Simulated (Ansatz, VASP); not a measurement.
One calculation of Hf, two programs

```
Hf
1.0
     2.89132    0.00000    0.00000
     0.00000    2.89132    0.00000
     0.00000    0.00000    2.89132
Hf
1
Direct
  0.00000 0.00000 0.00000
```

Alike in both runs: task relaxation of cell and atoms; functional BLYP; k mesh 11 × 11 × 11; occupations fermi-dirac, width 0.1 eV; no spin polarisation.

```csv
,VASP,Ansatz
version,VASP 6.6.1,Ansatz 0.2.0
potentials or method,"VASP PAW PBE potentials, release 64 (Hf_pv), cutoff 500 eV","plane waves (420 eV) with PAW, scalar-relativistic"
valence electrons in the cell,10,26
```

|  | VASP | Ansatz | Ansatz less VASP |
| --- | --- | --- | --- |
| relaxed volume (Å³/atom) | 25.82 | 25.82 | -0.001 |
| relaxed cell length with the largest relative difference (Å) | 2.956 | 2.955 | -0.0001 |

VASP's potentials were made for PBE, not for BLYP. VASP's potentials hold 10 valence electrons a cell and Ansatz's 26, so a difference there can come from the potentials and not from the codes.

Neither program's run includes spin-orbit coupling.
